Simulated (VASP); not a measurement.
# Sb (Im-3m) in VASP: further runs, part 2 of 3

VASP 6.6.1.

## (3) Single point, BLYP

This run uses another cell than the first one, of 30.28 Å³/atom, 1.084 times its volume.

Contents of INCAR:

```
PREC = Accurate
ENCUT = 520
EDIFF = 1E-6
ISMEAR = -1
SIGMA = 0.05
LREAL = False
LASPH = True
NELM = 80
ALGO = Normal
ISIF = 2
LWAVE = False
LCHARG = False
GGA = B5
ALDAX = 1.0
AGGAX = 1.0
AGGAC = 1.0
ALDAC = 0.0
NBANDS = 8
```

Contents of KPOINTS:

```
regular mesh
0
Gamma
  10 10 10
```

Contents of POSCAR:

```
Sb
1.0
   -1.9635811530      1.9635811530      1.9635811530
    1.9635811530     -1.9635811530      1.9635811530
    1.9635811530      1.9635811530     -1.9635811530
Sb
1
Direct
    0.0000000000      0.0000000000      0.0000000000
```

Potentials or basis: VASP PAW PBE potentials, release 64 (Sb).

Run with:

```bash
> cat potpaw_PBE.64/Sb/POTCAR > POTCAR
> mpirun -np 1 vasp_std > vasp.out
```

OUTCAR:

```text
PREC = Accurate
   ENCUT = 520
   EDIFF = 1E-6
   ISMEAR = -1
   LREAL = False
   LASPH = True
   NELM = 80
   ISIF = 2
   GGA = B5

 ion  position               nearest neighbor table
   1  0.000  0.000  0.000-

  LATTYP: Found a body centered cubic cell.
 ALAT       =     3.9271623060

  Lattice vectors:

 A1 = (  -1.9635811530,   1.9635811530,   1.9635811530)
 A2 = (   1.9635811530,  -1.9635811530,   1.9635811530)
 A3 = (   1.9635811530,   1.9635811530,  -1.9635811530)

Analysis of symmetry for initial positions (statically):
=====================================================================
 Subroutine PRICEL returns:
 Original cell was already a primitive cell.

 Routine SETGRP: Setting up the symmetry group for a
 body centered cubic supercell.

 Subroutine GETGRP returns: Found 48 space group operations
 (whereof 48 operations were pure point group operations)
 out of a pool of 48 trial point group operations.

The static configuration has the point symmetry O_h .

Analysis of symmetry for dynamics (positions and initial velocities):
=====================================================================
 Subroutine PRICEL returns:
 Original cell was already a primitive cell.

 Routine SETGRP: Setting up the symmetry group for a
 body centered cubic supercell.

 Subroutine GETGRP returns: Found 48 space group operations
 (whereof 48 operations were pure point group operations)
 out of a pool of 48 trial point group operations.

The dynamic configuration has the point symmetry O_h .

 Subroutine INISYM returns: Found 48 space group operations
 (whereof 48 operations are pure point group operations),
 and found     1 'primitive' translations

----------------------------------------------------------------------------------------

                                     Primitive cell

  volume of cell :      30.2835

  direct lattice vectors                    reciprocal lattice vectors
    -1.963581153  1.963581153  1.963581153     0.000000000  0.254636789  0.254636789
     1.963581153 -1.963581153  1.963581153     0.254636789  0.000000000  0.254636789
     1.963581153  1.963581153 -1.963581153     0.254636789  0.254636789  0.000000000

  length of vectors
     3.401022322  3.401022322  3.401022322     0.360110801  0.360110801  0.360110801

  position of ions in fractional coordinates (direct lattice)
     0.000000000  0.000000000  0.000000000

  ion indices of the primitive-cell ions
   primitive index   ion index
                 1           1

----------------------------------------------------------------------------------------

 KPOINTS: regular mesh

Automatic generation of k-mesh.
 Grid dimensions read from file:
 generate k-points for:   10   10   10

 Generating k-lattice:

  Cartesian coordinates                     Fractional coordinates (reciprocal lattice)
     0.000000000  0.025463679  0.025463679     0.100000000  0.000000000  0.000000000
     0.025463679  0.000000000  0.025463679     0.000000000  0.100000000  0.000000000
     0.025463679  0.025463679  0.000000000     0.000000000  0.000000000  0.100000000

  Length of vectors
     0.036011080  0.036011080  0.036011080

  Shift w.r.t. Gamma in fractional coordinates (k-lattice)
     0.000000000  0.000000000  0.000000000

 Subroutine IBZKPT returns following result:
 ===========================================

 Found     47 irreducible k-points:

 Following reciprocal coordinates:
            Coordinates               Weight
  0.000000  0.000000  0.000000      1.000000
  0.100000  0.000000  0.000000     12.000000
  0.200000  0.000000  0.000000     12.000000
  0.300000  0.000000  0.000000     12.000000
  0.400000  0.000000  0.000000     12.000000
  0.500000  0.000000  0.000000      6.000000
[... 16 lines left out ...]
  0.300000  0.300000  0.100000      8.000000
 -0.300000  0.300000  0.100000     24.000000
 [... further k-points ...]
   k-points           NKPTS =     47   k-points in BZ     NKDIM =     47   number of bands    NBANDS=      8
   number of dos      NEDOS =    301   number of ions     NIONS =      1
   total plane-waves  NPLWV =  21952
   dimension x,y,z NGX =    28 NGY =   28 NGZ =   28
   dimension x,y,z NGXF=    56 NGYF=   56 NGZF=   56
   ions per type =               1
   NGX,Y,Z   is equivalent  to a cutoff of  13.69, 13.69, 13.69 a.u.
   NGXF,Y,Z  is equivalent  to a cutoff of  27.37, 27.37, 27.37 a.u.
 SYSTEM =  unknown system
   PREC   = accura    normal or accurate (medium, high low for compatibility)
   ISTART =      0    job   : 0-new  1-cont  2-samecut
   ICHARG =      2    charge: 1-file 2-atom 10-const
   ISPIN  =      1    spin polarized calculation?
   LNONCOLLINEAR =      F non collinear calculations
   LSORBIT =      F    spin-orbit coupling
   LASPH  =      T    aspherical Exc in radial PAW
   ENCUT  =  520.0 eV  38.22 Ry    6.18 a.u.   6.32  6.32  6.32*2*pi/ulx,y,z
   NELM   =     80;   NELMIN=  2; NELMDL= -5     # of ELM steps
   EDIFF  = 0.1E-05   stopping-criterion for ELM
   LREAL  =      F    real-space projection
   EDIFFG = 0.1E-04   stopping-criterion for IOM
   NSW    =      0    number of steps for IOM
   IBRION =     -1    ionic relax: 0-MD 1-quasi-New 2-CG
   NFREE  =      0    steps in history (QN), initial steepest desc. (CG)
   ISIF   =      2    stress and relaxation
   ISYM   =      2    0-nonsym 1-usesym 2-fastsym
   POTIM  = 0.5000    time-step for ionic-motion
   TEBEG  =    0.0;   TEEND  =   0.0 temperature during run
   PSTRESS=    0.0 pullay stress
   NELECT =       5.0000    total number of electrons
   NUPDOWN=      -1.0000    fix difference up-down
   EMIN   =  10.00;   EMAX   =-10.00  energy-range for DOS
   EFERMI =   0.00;   METHOD = LEGACY
   ISMEAR =    -1;   SIGMA  =   0.05  broadening in eV -4-tet -1-fermi 0-gaus
   EFERMI_NEDOS =   21; number of points for ismear=-14 and -15
   IALGO  =     38    algorithm
   IMIX   =      4    mixing-type and parameters
     AMIX     =   0.40;   BMIX     =  1.00
     AMIX_MAG =   1.60;   BMIX_MAG =  1.00
  volume/ion in A,a.u.               =      30.28       204.36
  Fermi-wavevector in a.u.,A,eV,Ry     =   0.898110  1.697181 10.974470  0.806601
  Thomas-Fermi vector in A             =   2.020778
   LORBIT       =      0    0 simple, 1 ext, 2 COOP (PROOUT), +10 PAW based schemes
   GGA     = B5    functional components
   LHFCALC =     F    Hartree Fock is set to
   AEXX    =    0.0000 exact exchange contribution
   IVDW    =     0    specifies the selected vdW correction
   LEPSILON=     F    determine dielectric tensor
   LRPA    =     F    only Hartree local field effects (RPA)
 non-spin polarized calculation
  energy-cutoff  :      520.00
  volume of cell :       30.28
 maximum number of plane-waves:       856
 NGX is ok and might be reduce to    28
   NGX = 13   NGY = 13   NGZ = 13

 number of electron       5.0000000 magnetization

 Free energy of the ion-electron system (eV)
  ---------------------------------------------------
  ext. energy  EPLUGINS =         0.00000000
  ---------------------------------------------------
  free energy    TOTEN  =        -3.02547578 eV

  energy without entropy =       -3.01721938  energy(sigma->0) =       -3.02134758

 E-fermi :   7.4199     XC(G=0):  -9.0575

 val. band max:        7.4065245863   @ k =  -0.4000   0.5000   0.3000
 cond. band min:       7.4238534088   @ k =   0.1000   0.1000   0.1000
 fundamental gap:      0.0173288226
 Fermi energy:         7.4198716445

 k-point     1 :       0.0000    0.0000    0.0000
  band No.  band energies     occupation
      1      -4.5266      2.00000
      2      11.9136      0.00000
      3      11.9136      0.00000
      4      11.9136      0.00000
      5      17.6603      0.00000
      6      17.6603      0.00000
      7      17.6603      0.00000
      8      18.6742      0.00000

 k-point     2 :       0.1000    0.0000    0.0000
  band No.  band energies     occupation
      1      -4.3433      2.00000
      2      10.6728      0.00000
      3      11.4283      0.00000
      4      11.8030      0.00000
      5      16.8365      0.00000
      6      16.8678      0.00000
      7      18.3941      0.00000
      8      18.6925      0.00000
[... 221 lines left out ...]
 k-point    23 :       0.3000    0.3000    0.1000
  band No.  band energies     occupation
      1      -0.6558      2.00000
      2       4.4819      2.00000
      3       4.4819      2.00000
      4       7.7347      0.00368
      5      17.8958      0.00000
      6      20.2113      0.00000
      7      20.2113      0.00000
      8      22.4005      0.00000

 k-point    24 :      -0.3000    0.3000    0.1000
  band No.  band energies     occupation
      1      -2.7611      2.00000
      2       5.8803      2.00000
      3       9.0793      0.00000
      4      10.3021      0.00000
      5      14.9579      0.00000
      6      15.8812      0.00000
      7      17.0738      0.00000
      8      21.6488      0.00000

 [... further k-points ...]
[... 5 lines left out ...]
  --------------------------------------------------------------------------------------
  -------------------------------------------------------------------------------------
  Total        0.0250211      0.0250211      0.0250211      0.0000000     -0.0000000      0.0000000
  in kB        1.3237661      1.3237661      1.3237661      0.0000000     -0.0000000      0.0000000
  external PRESSURE =       1.3237661 kB  Pullay stress =       0.0000000 kB

 VOLUME and BASIS-vectors are now :
 -----------------------------------------------------------------------------
  energy-cutoff  :      520.00
  volume of cell :       30.28
      direct lattice vectors                 reciprocal lattice vectors
    -1.963581153  1.963581153  1.963581153     0.000000000  0.254636789  0.254636789
     1.963581153 -1.963581153  1.963581153     0.254636789  0.000000000  0.254636789
     1.963581153  1.963581153 -1.963581153     0.254636789  0.254636789  0.000000000

 POSITION                                       TOTAL-FORCE (eV/Angst)
 -----------------------------------------------------------------------------------
      0.00000      0.00000      0.00000         0.000000      0.000000     -0.000000
 -----------------------------------------------------------------------------------
    total drift:                                0.000000      0.000000     -0.000000

  FREE ENERGIE OF THE ION-ELECTRON SYSTEM (eV)
  ---------------------------------------------------
  free  energy   TOTEN  =        -3.0254757762 eV

  energy  without entropy=       -3.0172193763  energy(sigma->0) =       -3.02134758
```

Run time: 19 s. Hardware: 1 thread of Intel Xeon 8259CL, shared host; peak memory 0.16 GiB.

Results:

```yaml
Free_energy: -3.0255 eV
Pressure: 0.1 GPa
```

Levels at points of the mesh, in eV from the Fermi level:
```csv
k point,band 1,band 2,band 3,band 4,band 5,band 6,band 7
"(0.00, 0.00, 0.00)",-11.95,4.49,4.49,4.49,10.24,10.24,10.24
"(0.50, 0.00, 0.00)",-8.68,-4.75,1.37,3.33,6.37,7.04,13.31
"(0.50, 0.50, 0.50)",-6.21,-1.72,-1.72,-1.72,3.61,3.61,16.92
```

Caveat: the PAW data sets were made with another functional, which shifts forces and pressure a little; spin-orbit coupling is left out, which moves the levels of the heavy elements.

(Part 2 of 3 ends here.)
